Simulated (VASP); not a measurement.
**AgRh: relaxation of cell and atoms with BLYP**

Crystal: AgRh.

```
CELL_PARAMETERS angstrom
2.77759 0.00000 0.00000
-1.38879 2.40546 0.00000
0.00000 0.00000 4.80860
ATOMIC_POSITIONS crystal
Ag 0.00000 0.00000 0.50000
Rh 0.66667 0.33333 0.00000
```

* Program: VASP 6.6.1
* Task: relaxation of cell and atoms
* Functional: BLYP
* Potentials or basis: VASP PAW PBE potentials, release 64 (Ag, Rh_pv)
* Cutoff: 600 eV
* k mesh: 11 × 11 × 6
* Occupations: fermi-dirac, width 0.05 eV
* Spin: no spin polarisation
* Dipole correction: no
* Further INCAR settings: ALGO = Normal; EDIFF = 1e-07; IBRION = 2; EDIFFG = -0.01; NSW = 60; ISIF = 3

```json
{"Relaxed volume": "16.88 Å³/atom", "Relaxed cell": "a = 2.822 Å, b = 2.822 Å, c = 4.896 Å, α = 90.00°, β = 90.00°, γ = 120.00°", "Space group after relaxing (to 0.1 Å)": "P-6m2 (No. 187)", "Energy gained by relaxing": "17.5 meV/atom", "Ionic steps": "6", "Pressure after relaxing": "0.1 GPa", "Band gap on the k mesh": "zero (bands 13 and 14 overlap by 1.21 eV)"}
```

Step by step:
| step | energy change (eV) | largest force (eV/Å) | pressure (GPa) | volume (Å³) |
| --- | --- | --- | --- | --- |
| 1 | 0.0000 | 0.0000 | 7.22 | 32.13 |
| 2 | 0.0017 | 0.0000 | -5.88 | 35.61 |
| 3 | -0.0348 | 0.0000 | -0.06 | 33.77 |
| 4 | -0.0348 | 0.0000 | 0.06 | 33.73 |
| 5 | -0.0349 | 0.0000 | 0.06 | 33.75 |
| 6 | -0.0350 | 0.0000 | 0.05 | 33.75 |

Final structure:
```
CELL_PARAMETERS angstrom
2.82159 0.00000 0.00000
-1.41079 2.44357 0.00000
0.00000 0.00000 4.89553
ATOMIC_POSITIONS crystal
Ag 0.00000 0.00000 0.50000
Rh 0.66667 0.33333 0.00000
```

Levels at points of the mesh, in eV from the Fermi level:
| k point | band 11 | band 12 | band 13 | band 14 | band 15 | band 16 |
| --- | --- | --- | --- | --- | --- | --- |
| (0.00, 0.00, 0.00) | -1.65 | -1.65 | 0.13 | 0.13 | 0.52 | 4.97 |
| (0.00, 0.00, 0.50) | -2.21 | -1.50 | -1.50 | 0.09 | 0.09 | 11.29 |

Wall time 2.3 min on 1 thread of Intel(R) Xeon(R) Platinum 8488C (Sapphire Rapids), on a shared host, peak memory 0.2 GiB.

Caveat: the PAW data sets were made with another functional, which shifts forces and pressure a little.
